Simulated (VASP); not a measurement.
Wanted: the native input for a VASP 6.6.1 run.

- Task: single point
- Functional: r2SCAN
- Potentials or basis: VASP PAW PBE potentials, release 64 (B, Ca_sv)
- Cutoff: 520 eV
- k mesh: 7 × 7 × 7
- Occupations: methfessel-paxton, width 0.0628 eV
- Spin: no spin polarisation
- Dipole correction: no
- Further INCAR settings: ALGO = Normal; EDIFF = 1e-06; NBANDS = 21

The system is CaB.

```
B Ca
1.0
    -3.64106    0.00000    0.00000
     0.00000   -4.27428    0.00000
     0.00000    2.13714    5.02624
B Ca
2 2
Direct
  0.75000 0.07000 0.14000
  0.25000 0.93000 0.86000
  0.75000 0.36000 0.72000
  0.25000 0.64000 0.28000
```

The input as run:

POSCAR

```
CaB
1.0
   -3.6410560000      0.0000000000      0.0000000000
    0.0000000000     -4.2742830000      0.0000000000
    0.0000000000      2.1371410000      5.0262400000
B Ca
2 2
Direct
    0.7500000000      0.0700000000      0.1400000000
    0.2500000000      0.9300000000      0.8600000000
    0.7500000000      0.3600000000      0.7200000000
    0.2500000000      0.6400000000      0.2800000000
```

INCAR.step1

```
PREC = Accurate
ENCUT = 520
ISMEAR = 1
SIGMA = 0.0628
LREAL = False
LASPH = True
NELM = 60
NBANDS = 21
GGA = PE
ALGO = Normal
EDIFF = 1E-4
LWAVE = True
LCHARG = False
```

INCAR.step2

```
PREC = Accurate
ENCUT = 520
EDIFF = 1E-6
ISMEAR = 1
SIGMA = 0.0628
LREAL = False
LASPH = True
NELM = 60
ALGO = Normal
ISIF = 2
LWAVE = False
LCHARG = True
METAGGA = R2SCAN
LMIXTAU = True
LELF = True
LVHAR = True
NBANDS = 21
ISTART = 1
```

KPOINTS

```
Automatic mesh
0
Gamma
  7 7 7
```

Potentials or basis: VASP PAW PBE potentials, release 64 (B, Ca_sv).

Command:

```bash
$ cat potpaw_PBE.64/B/POTCAR potpaw_PBE.64/Ca_sv/POTCAR > POTCAR
$ cp INCAR.step1 INCAR
$ mpirun -np 1 vasp_std > vasp.out
$ cp INCAR.step2 INCAR
$ mpirun -np 1 vasp_std > vasp.out
```

It gave:

| Quantity | Value |
| --- | --- |
| Pressure | -5.9 GPa |
| Largest force | 2.282 eV/Å |
| Band gap on the k mesh | zero (bands 13 and 14 overlap by 0.69 eV) |

Caveat: the cell stands under tension; the PAW data sets were made with another functional, which shifts forces and pressure a little.

It took 5.2 min on 1 thread of Intel(R) Xeon(R) Platinum 8375C CPU @ 2.90GHz (Ice Lake), with other jobs on the host, peak memory 0.25 GiB.
